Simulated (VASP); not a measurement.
Wanted: the native input for a VASP 6.6.1 run.

```
Task                   : single point
Functional             : LDA
Potentials or basis    : VASP PAW LDA potentials, release 64 (Li_sv, Nb_sv, O)
Cutoff                 : 750 eV
k mesh                 : 6 × 6 × 6
Occupations            : gaussian, width 0.01 eV
Spin                   : no spin polarisation
Dipole correction      : no
Further INCAR settings : ALGO = Normal; EDIFF = 1e-06; NBANDS = 45
```

The structure of LiNbO3 lies in POSCAR:

```
LiNbO3
1.0
    2.5332215377      1.4625561351      4.5629976247
   -2.5332215377      1.4625561351      4.5629976247
    0.0000000000     -2.9251122750      4.5629976231
Li Nb O
2 2 6
Direct
    0.7056370000      0.7056370000      0.7056370000
    0.2056370000      0.2056370000      0.2056370000
    0.9556370000      0.9556370000      0.9556370000
    0.4556370000      0.4556370000      0.4556370000
    0.2750220000      0.6362520000      0.9556370000
    0.6362520000      0.9556370000      0.2750220000
    0.9556370000      0.2750220000      0.6362520000
    0.4556370000      0.1362520000      0.7750220000
    0.7750220000      0.4556370000      0.1362520000
    0.1362520000      0.7750220000      0.4556370000
```

This cell differs from its parent crystal: atoms moved along the polar distortion.

One way to write it, as run:

INCAR

```
SYSTEM = LiNbO3
PREC = Accurate
ENCUT = 750
EDIFF = 1E-6
ISMEAR = 0
SIGMA = 0.01
LREAL = .False.
LASPH = .True.
NELM = 120
ALGO = Normal
ISIF = 2
LWAVE = .False.
LCHARG = .False.
NBANDS = 45
GGA_COMPAT = .False.
```

KPOINTS

```
Automatic mesh
0
Gamma
  6 6 6
  0 0 0
```

Potentials or basis: VASP PAW LDA potentials, release 64 (Li_sv, Nb_sv, O).

Launch:

```bash
$ cat potpaw_LDA.64/Li_sv/POTCAR potpaw_LDA.64/Nb_sv/POTCAR potpaw_LDA.64/O/POTCAR > POTCAR
$ mpirun -np 1 vasp_std > vasp.out
```

Results of the run:

```yaml
Pressure: 59.8 GPa
Largest_force: 12.789 eV/Å
Band_gap_on_the_k_mesh: 2.98 eV (least direct gap 3.50 eV)
```

Caveat: the cell differs from its parent crystal (atoms moved along the polar distortion); the stress differs along the axes, from -9 to 94 GPa; forces of over 1 eV/Å act on the atoms, so gaps and moduli don't describe the material at rest.

Run time: 6.6 min on 1 thread of Oxide Virtual Turin-like Processor, on a shared host, peak memory 0.35 GiB.
